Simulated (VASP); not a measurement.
Ga15CuHN16 (a cell with a defect): single point with PBE

Ga15CuHN16 (a cell with a defect):

```
Ga N Cu H
1.0
     6.43724    0.00000    0.00000
    -3.21862    5.57482    0.00000
     0.00000    0.00000   10.48707
Ga N Cu H
15 16 1 1
Direct
  0.34041 0.16860 0.24178
  0.16997 0.34575 0.50848
  0.34211 0.16522 0.74799
  0.16796 0.33441 0.99947
  0.33235 0.66511 0.24981
  0.16530 0.82299 0.50793
  0.34081 0.66553 0.75498
  0.16774 0.83362 0.99924
  0.83315 0.16686 0.25103
  0.84186 0.16210 0.75092
  0.67016 0.33458 0.99940
  0.83194 0.66635 0.24918
  0.65827 0.83352 0.50456
  0.83988 0.66578 0.75071
  0.66824 0.83389 0.00080
  0.27002 0.13471 0.42776
  0.16662 0.33250 0.18924
  0.33773 0.16847 0.93828
  0.17623 0.33384 0.69293
  0.33131 0.66713 0.43939
  0.16553 0.83109 0.18889
  0.33582 0.66735 0.94149
  0.17368 0.83100 0.69226
  0.83098 0.16145 0.44706
  0.67147 0.33500 0.18892
  0.83478 0.16636 0.93916
  0.67905 0.33081 0.68548
  0.82963 0.68051 0.44151
  0.66660 0.83394 0.19085
  0.83480 0.66629 0.93870
  0.67159 0.82990 0.69155
  0.72710 0.37165 0.49993
  0.09137 0.04299 0.39607
```

```json
{"Program": "VASP 6.6.1", "Task": "single point", "Functional": "PBE", "Potentials or basis": "VASP PAW PBE potentials, release 64 (Ga_d, N, Cu, H)", "Cutoff": "520 eV", "k mesh": "1 × 1 × 1, shifted", "Occupations": "gaussian, width 0.01 eV", "Spin": "no spin polarisation"}
```

```
Largest force : 0.278 eV/Å
```

Forces in eV/Å, atoms in the order of the input:
```
Ga  -0.048  0.001 -0.063
Ga  -0.036 -0.021  0.010
Ga  -0.101  0.006  0.051
Ga   0.049 -0.027  0.022
Ga  -0.048  0.014  0.006
Ga   0.072 -0.094 -0.007
Ga  -0.026  0.044  0.026
Ga   0.095 -0.028  0.022
Ga  -0.029  0.026 -0.005
Ga   0.006 -0.022  0.026
Ga   0.034 -0.048 -0.005
Ga  -0.013 -0.008 -0.036
Ga   0.022 -0.051  0.061
Ga  -0.077  0.050 -0.024
Ga   0.016 -0.023 -0.008
N   -0.051  0.081 -0.041
N   -0.026  0.001 -0.005
N    0.030 -0.023 -0.031
N   -0.020  0.003 -0.054
N   -0.039 -0.040 -0.018
N    0.018  0.045 -0.036
N   -0.010  0.009  0.003
N    0.013  0.014  0.020
N    0.005 -0.056 -0.114
N   -0.011  0.017  0.036
N    0.021  0.034 -0.034
N   -0.024  0.179  0.012
N    0.067  0.037  0.223
N   -0.018  0.005  0.000
N   -0.016 -0.006  0.043
N   -0.025  0.019 -0.017
Cu   0.112 -0.241 -0.084
H    0.057  0.103  0.020
```

Levels at points of the mesh, in eV from the Fermi level:
| k point | band 140 | band 141 | band 142 | band 143 | band 144 | band 145 | band 146 | band 147 |
| --- | --- | --- | --- | --- | --- | --- | --- | --- |
| (0.25, 0.25, 0.25) | -0.75 | -0.69 | -0.61 | -0.08 | 0.19 | 4.09 | 4.83 | 5.01 |

Run time: 27 min on 1 thread of Intel(R) Xeon(R) Platinum 8488C (Sapphire Rapids) (shared host), peak memory 0.59 GiB.

Caveat: the k points lie up to 0.56 Å⁻¹ apart; the cell carries a net charge on a neutralising background, which shifts energy and pressure; the cell is charged against a uniform background, so pressure and absolute levels hang on convention.
